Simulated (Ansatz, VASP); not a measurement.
One calculation of CdSe, two programs

```
Cd Se
1.0
     3.74468    0.00000    0.00000
    -1.87234    3.24298    0.00000
     0.00000    0.00000    4.17571
Cd Se
1 1
Direct
  0.00000 0.00000 0.50000
  0.00000 0.00000 0.00000
```

Alike in both runs: task relaxation of cell and atoms; functional PBE; k mesh 6 × 6 × 4; occupations gaussian, width 0.1 eV; no spin polarisation.

|  | VASP | Ansatz |
| --- | --- | --- |
| version | VASP 6.6.1 | Ansatz 0.2.0 |
| potentials or method | VASP PAW PBE potentials, release 64 (Cd, Se), cutoff 600 eV | scalar-relativistic, plane waves, PAW |
| valence electrons in the cell | 18 | 36 |

|  | VASP | Ansatz | Ansatz less VASP |
| --- | --- | --- | --- |
| gap on the k mesh at the Fermi level, each at its own relaxed structure (eV) | none | none | - |
| relaxed volume (Å³/atom) | 40.48 | 42.47 | +1.987 |
| relaxed length of the cell vector where the two differ most in proportion (Å) | 4.353 | 4.470 | +0.1174 |

A gap of «none» marks a metal or a gap that the smearing closes. VASP's potentials hold 18 valence electrons a cell and Ansatz's 36, so a difference there can come from the potentials and not from the codes.

The k mesh is coarse, so the values compare programs but aren't converged. Noted on VASP's run: the volume moved by over 15 % at a fixed basis, so the end points are rough.
